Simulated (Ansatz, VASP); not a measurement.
# Two plane-wave programs on Se

```
Se
1.0
     4.21544    0.00000    0.00000
    -2.10772    3.65068    0.00000
     0.00000    0.00000    4.90298
Se
3
Cartesian
  1.0427 0.0000 1.6343
  -0.5213 0.9030 3.2687
  1.5864 2.7477 0.0000
```

Alike in both runs: task single point; functional PBE; dispersion D3(BJ); k mesh 12 × 12 × 8; occupations gaussian, width 0.05 eV; no spin polarisation.

|  | VASP | Ansatz |
| --- | --- | --- |
| version | VASP 6.6.1 | Ansatz 0.2.0 |
| potentials or method | VASP PAW PBE potentials, release 64 (Se), cutoff 520 eV | scalar-relativistic, plane waves, PAW |
| valence electrons in the cell | 18 | 48 |

```csv
,VASP,Ansatz,Ansatz less VASP
gap on the k mesh at the Fermi level (eV),0.58,0.58,-0.001
least direct gap on the mesh (eV),1.12,1.13,+0.008
pressure (GPa),-0.1,-0.2,-0.10
"traceless stress, the component that is largest in VASP (GPa)",1.67,1.64,-0.029
rms of the force components (eV/Å),0.072,0.085,+0.0127
```

Atom by atom the forces differ by 0.013 eV/Å (rms over components). VASP's potentials hold 18 valence electrons a cell and Ansatz's 48, so a difference there can come from the potentials and not from the codes.
